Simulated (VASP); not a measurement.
# Ag (P6_3/mmc) in VASP: further runs, part 2 of 2

VASP 6.6.1. Earlier steps stand in the parts before.

**5. Relaxation of cell and atoms, PBEsol, target pressure 1 GPa, at which the enthalpy is minimised**

This run uses another cell than the first one, of 16.54 Å³/atom.

Contents of INCAR:

```
PREC = Accurate
ENCUT = 600
EDIFF = 1E-6
ISMEAR = 0
SIGMA = 0.1
LREAL = False
LASPH = True
NELM = 60
ALGO = Fast
ISIF = 3
LWAVE = False
LCHARG = False
GGA = PS
IBRION = 2
NSW = 70
EDIFFG = -0.008
PSTRESS = 10.0
```

Contents of KPOINTS:

```
regular mesh
0
Gamma
  18 18 10
```

Contents of POSCAR:

```
Ag
1.0
    2.8577874069      0.0000000000      0.0000000000
   -1.4288937034      2.4749164929      0.0000000000
    0.0000000000      0.0000000000      4.6757734483
Ag
2
Direct
    0.3333333333      0.6666666667      0.2500000000
    0.6666666667      0.3333333333      0.7500000000
```

Launch:

```sh
cat potpaw_PBE.64/Ag/POTCAR > POTCAR
mpirun -np 1 vasp_std > vasp.out
```

Run time: 3.2 min. Hardware: 1 thread of Intel Xeon Platinum 8375C at 2.90GHz (Ice Lake), shared host; peak memory 0.26 GiB.

Results (log left out):

```
Free energy                                                : -6.6046 eV
Relaxed volume                                             : 16.52 Å³/atom
Relaxed cell                                               : a = 2.857 Å, b = 2.857 Å, c = 4.675 Å, α = 90.00°, β = 90.00°, γ = 120.00°
Space group after relaxing (to 0.1 Å)                      : P6_3/mmc (No. 194)
Energy change on relaxing (the run minimises the enthalpy) : +0.1 meV/atom
Ionic steps                                                : 3
Pressure after relaxing                                    : 1.0 GPa
Band gap on the k mesh                                     : zero (bands 11 and 12 overlap by 7.57 eV)
```

Step by step:
```tsv
step	energy change (eV)	largest force (eV/Å)	pressure (GPa)	volume (Å³)
1	0.0000	0.0000	0.82	33.07
2	0.0006	0.0000	1.25	32.98
3	0.0001	0.0000	1.02	33.05
```

Final structure:
```
CELL_PARAMETERS angstrom
2.85712 0.00000 0.00000
-1.42856 2.47434 0.00000
0.00000 0.00000 4.67471
ATOMIC_POSITIONS crystal
Ag 0.33333 0.66667 0.25000
Ag 0.66667 0.33333 0.75000
```

Levels at points of the mesh, in eV from the Fermi level:
```csv
k point,band 9,band 10,band 11,band 12,band 13,band 14
"(0.00, 0.00, 0.00)",-4.11,-3.04,-3.04,-0.51,3.77,15.76
"(0.50, 0.00, 0.00)",-2.84,-2.74,0.12,1.66,7.03,7.28
"(0.00, 0.00, 0.50)",-3.37,-3.37,-3.37,-3.37,11.36,11.36
"(0.50, 0.00, 0.50)",-2.80,-2.80,0.72,0.72,4.80,4.80
```

Caveat: the cell is relaxed towards a set pressure, so the run minimises the enthalpy, not the energy; the PAW data sets were made with another functional, which shifts forces and pressure a little.

**6. Relaxation of cell and atoms, PBEsol, target pressure -1 GPa, at which the enthalpy is minimised**

This run uses another cell than the first one, of 16.86 Å³/atom.

Contents of INCAR:

```
SYSTEM = Ag
PREC     = Accurate       ! precision mode
ENCUT    = 600            ! plane-wave cutoff, eV
EDIFF    = 1E-6           ! SCF threshold, eV
ISMEAR   = 0              ! smearing method
SIGMA    = 0.1            ! smearing width, eV
LREAL    = .False.        ! projectors in reciprocal space
LASPH    = .True.         ! aspherical terms in the spheres
NELM     = 60             ! most SCF steps
ALGO     = Fast           ! electronic algorithm
ISIF     = 3              ! what is computed and relaxed
LWAVE    = .False.        ! write WAVECAR
LCHARG   = .False.        ! write CHGCAR
GGA      = PS             ! functional
IBRION   = 2              ! ionic algorithm
NSW      = 70             ! ionic steps
EDIFFG   = -0.008         ! ionic threshold
PSTRESS  = -10.0
```

Contents of KPOINTS:

```
regular mesh
0
Gamma
  18 18 10
  0 0 0
```

Contents of POSCAR:

```
Ag
1.0
    2.8765268331      0.0000000000      0.0000000000
   -1.4382634165      2.4911453121      0.0000000000
    0.0000000000      0.0000000000      4.7064339905
Ag
2
Direct
    0.3333333333      0.6666666667      0.2500000000
    0.6666666667      0.3333333333      0.7500000000
```

Potentials or basis: VASP PAW PBE potentials, release 64 (Ag).

Launch:

```sh
cat potpaw_PBE.64/Ag/POTCAR > POTCAR
mpirun -np 1 vasp_std > vasp.out
```

Wall time 3.6 min (1 thread of Intel Xeon Platinum 8375C at 2.90GHz (Ice Lake), shared host); peak memory 0.25 GiB.

It converged, with:

| Property | Result |
| --- | --- |
| Free energy | -6.6049 eV |
| Relaxed volume | 16.82 Å³/atom |
| Relaxed cell | a = 2.874 Å, b = 2.874 Å, c = 4.702 Å, α = 90.00°, β = 90.00°, γ = 120.00° |
| Space group after relaxing (to 0.1 Å) | P6_3/mmc (No. 194) |
| Energy change on relaxing (the run minimises the enthalpy) | -0.4 meV/atom |
| Ionic steps | 3 |
| Pressure after relaxing | -1.0 GPa |
| Band gap on the k mesh | zero (bands 11 and 12 overlap by 7.49 eV) |

The path:
| step | energy change (eV) | largest force (eV/Å) | pressure (GPa) | volume (Å³) |
| --- | --- | --- | --- | --- |
| 1 | 0.0000 | 0.0000 | -1.44 | 33.73 |
| 2 | -0.0014 | 0.0000 | -0.66 | 33.50 |
| 3 | -0.0007 | 0.0000 | -1.01 | 33.63 |

Final structure:
```
Ag
1.0
     2.87381    0.00000    0.00000
    -1.43690    2.48879    0.00000
     0.00000    0.00000    4.70210
Ag
2
Direct
  0.33333 0.66667 0.25000
  0.66667 0.33333 0.75000
```

Levels at points of the mesh, in eV from the Fermi level:
| k point | band 7 | band 8 | band 9 | band 10 | band 11 | band 12 | band 13 | band 14 | band 15 |
| --- | --- | --- | --- | --- | --- | --- | --- | --- | --- |
| (0.00, 0.00, 0.00) | -4.44 | -4.07 | -4.07 | -3.02 | -3.02 | -0.47 | 3.67 | 15.71 | 17.61 |
| (0.50, 0.00, 0.00) | -3.79 | -2.88 | -2.83 | -2.74 | 0.12 | 1.62 | 6.95 | 7.21 | 9.52 |
| (0.00, 0.00, 0.50) | -4.56 | -4.56 | -3.35 | -3.35 | -3.35 | -3.35 | 11.22 | 11.22 | 16.08 |
| (0.50, 0.00, 0.50) | -3.08 | -3.08 | -2.79 | -2.79 | 0.74 | 0.74 | 4.70 | 4.70 | 13.74 |

Caveat: the cell is relaxed towards a set pressure, so the run minimises the enthalpy, not the energy; the PAW data sets were made with another functional, which shifts forces and pressure a little.

**7. Summary**

```tsv
cell	gap on the mesh (eV)	pressure (GPa)
relaxed to 25 GPa from a = 2.727, b = 2.727, c = 4.459 Å, angles 90.0, 90.0, 120.0°, 2 atoms	none	25.1
relaxed to 12 GPa from a = 2.787, b = 2.787, c = 4.559 Å, angles 90.0, 90.0, 120.0°, 2 atoms	none	12.0
relaxed to 4 GPa from a = 2.837, b = 2.837, c = 4.641 Å, angles 90.0, 90.0, 120.0°, 2 atoms	none	4.0
relaxed to 1 GPa from a = 2.858, b = 2.858, c = 4.676 Å, angles 90.0, 90.0, 120.0°, 2 atoms	none	1.0
relaxed to -1 GPa from a = 2.877, b = 2.877, c = 4.706 Å, angles 90.0, 90.0, 120.0°, 2 atoms	none	-1.0
```

Alike in all rows: task relaxation of cell and atoms; level PBEsol; potentials or basis VASP PAW PBE potentials, release 64 (Ag); no spin polarisation; k mesh 18 × 18 × 10; cutoff (eV) 600; smearing gaussian 0.1 eV.

Caveats: the cell is relaxed towards a set pressure, so the run minimises the enthalpy, not the energy; the PAW data sets were made with another functional, which shifts forces and pressure a little.

Absolute energies hang on the potentials; compare differences alone.
